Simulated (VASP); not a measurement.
A run of VASP 6.6.1:

POSCAR

```
MgO
1.0
    3.3077870000      0.0000000000      0.0000000000
   -1.6538930000      2.8646280000      0.0000000000
    0.0000000000      0.0000000000      4.9828820000
Mg O
2 2
Direct
    0.3333333333      0.6666666667      0.0021600000
    0.6666666667      0.3333333333      0.5021600000
    0.3333333333      0.6666666667      0.4024400000
    0.6666666667      0.3333333333      0.9024400000
```

Contents of INCAR.step1:

```
SYSTEM = MgO
PREC = Accurate ; ENCUT = 520
ISMEAR = -1 ; SIGMA = 0.05
LREAL = .FALSE. ; LASPH = .TRUE.
NELM = 60 ; NBANDS = 16
GGA = PE ; ALGO = Normal
EDIFF = 1E-4 ; LWAVE = .TRUE.
LCHARG = .FALSE.
```

INCAR.step2

```
SYSTEM = MgO
PREC = Accurate ; ENCUT = 520
EDIFF = 1E-6 ; ISMEAR = -1
SIGMA = 0.05 ; LREAL = .FALSE.
LASPH = .TRUE. ; NELM = 60
ALGO = Normal ; ISIF = 2
LWAVE = .FALSE. ; LCHARG = .TRUE.
METAGGA = R2SCAN ; LMIXTAU = .TRUE.
LELF = .TRUE. ; LVHAR = .TRUE.
NBANDS = 16 ; ISTART = 1
```

Contents of KPOINTS:

```
Automatic mesh
0
G
  4 4 4
  0 0 0
```

Potentials or basis: VASP PAW PBE potentials, release 64 (Mg, O).

Run with:

```sh
$ cat potpaw_PBE.64/Mg/POTCAR potpaw_PBE.64/O/POTCAR > POTCAR
$ cp INCAR.step1 INCAR
$ mpirun -np 1 vasp_std > vasp.out
$ cp INCAR.step2 INCAR
$ mpirun -np 1 vasp_std > vasp.out
```

Hardware: 1 thread of Intel Xeon 8259CL, on a shared host.

Problem. How long does it take, and how much memory?

Solution. Run time: 79 s on 1 thread of Intel Xeon 8259CL, with other jobs on the host, peak memory 0.18 GiB. Counts: k points 12.
